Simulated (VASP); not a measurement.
Set up this calculation in VASP 6.6.1, as the native input.

```
Task                   : relaxation of cell and atoms
Functional             : PBE
Potentials or basis    : VASP PAW PBE potentials, release 64 (Li_sv, I, F)
Cutoff                 : 600 eV
k mesh                 : 6 × 6 × 6
Occupations            : gaussian, width 0.01 eV
Spin                   : no spin polarisation
Dipole correction      : no
Further INCAR settings : ALGO = Normal; EDIFF = 1e-07; IBRION = 2; EDIFFG = -0.001; NSW = 80; ISIF = 3
```

The structure of Li3IF2 lies in POSCAR:

```
Li3IF2
1.0
    5.6886819437      0.0000000000      0.0000000000
   -2.8443409719      4.9265430773      0.0000000000
    0.0000000000      0.0000000000      4.2247446706
Li I F
3 1 2
Direct
    0.6256985017      0.6256985017      0.0000000000
    0.0000000000      0.3743014983      0.0000000000
    0.3743014983      0.0000000000      0.0000000000
    0.0000000000      0.0000000000      0.5000000000
    0.6666666667      0.3333333333      0.0000000000
    0.3333333333      0.6666666667      0.0000000000
```

The input as run:

INCAR

```
SYSTEM = Li3IF2
PREC = Accurate
ENCUT = 600
EDIFF = 1E-7
ISMEAR = 0
SIGMA = 0.01
LREAL = .FALSE.
LASPH = .TRUE.
NELM = 80
ALGO = Normal
ISIF = 3
LWAVE = .FALSE.
LCHARG = .FALSE.
GGA = PE
IBRION = 2
NSW = 80
EDIFFG = -0.001
```

KPOINTS

```
regular mesh
0
G
  6 6 6
  0 0 0
```

Potentials or basis: VASP PAW PBE potentials, release 64 (Li_sv, I, F).

Run with:

```bash
$ cat potpaw_PBE.64/Li_sv/POTCAR potpaw_PBE.64/I/POTCAR potpaw_PBE.64/F/POTCAR > POTCAR
$ mpirun -np 1 vasp_std > vasp.out
```

It gave:

```yaml
Relaxed_volume: 19.52 Å³/atom
Relaxed_cell: a = 5.684 Å, b = 5.684 Å, c = 4.186 Å, α = 90.00°, β = 90.00°, γ = 120.00°
Space_group_after_relaxing_to_0.1_Å: P-62m (No. 189)
Energy_gained_by_relaxing: 0.2 meV/atom
Ionic_steps: 11
Pressure_after_relaxing: 0.0 GPa
Band_gap_on_the_k_mesh: 4.51 eV
```

Caveat: the cutoff is under 1.25 times the usual one of these potentials, so pressure, stress and relaxed cells hold a basis-set (Pulay) error; spin-orbit coupling is left out, which moves the levels of the heavy elements.

Run time: 11 min on 1 thread of AMD EPYC 7R43 64-Core Processor (Zen 3) (shared host), peak memory 0.29 GiB.
